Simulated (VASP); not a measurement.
Input of a VASP 6.6.1 run:

Contents of INCAR:

```
SYSTEM = Si
PREC = Accurate
ENCUT = 600
EDIFF = 1E-7
ISMEAR = 0
SIGMA = 0.02
LREAL = .False.
LASPH = .True.
NELM = 60
ALGO = Normal
ISIF = 4
LWAVE = .False.
LCHARG = .False.
GGA = PE
IBRION = 2
NSW = 50
EDIFFG = -0.01
```

File KPOINTS:

```
Automatic mesh
0
Gamma
  12 12 6
  0 0 0
```

File POSCAR:

```
Si
1.0
    3.8894145975      0.0000000000      0.0000000000
   -1.9447072988      3.3683318473      0.0000000000
    0.0000000000      0.0000000000      6.4280468516
Si
4
Direct
    0.3333333333      0.6666666667      0.0629309404
    0.6666666667      0.3333333333      0.5629309404
    0.3333333333      0.6666666667      0.4370690596
    0.6666666667      0.3333333333      0.9370690596
```

Potentials or basis: VASP PAW PBE potentials, release 64 (Si).

The run is started by

```bash
$ cat potpaw_PBE.64/Si/POTCAR > POTCAR
$ mpirun -np 1 vasp_std > vasp.out
```

Task: Predict the band gap on the k mesh.

Result: 0.51 eV (least direct gap 0.92 eV).

Final structure:
```
CELL_PARAMETERS angstrom
3.88963 0.00000 0.00000
-1.94481 3.36852 0.00000
0.00000 0.00000 6.42734
ATOMIC_POSITIONS crystal
Si 0.33333 0.66667 0.06285
Si 0.66667 0.33333 0.56285
Si 0.33333 0.66667 0.43715
Si 0.66667 0.33333 0.93715
```

Caveat: semilocal functionals underestimate gaps, and a narrow one can read as zero. A k mesh can miss the band edges.
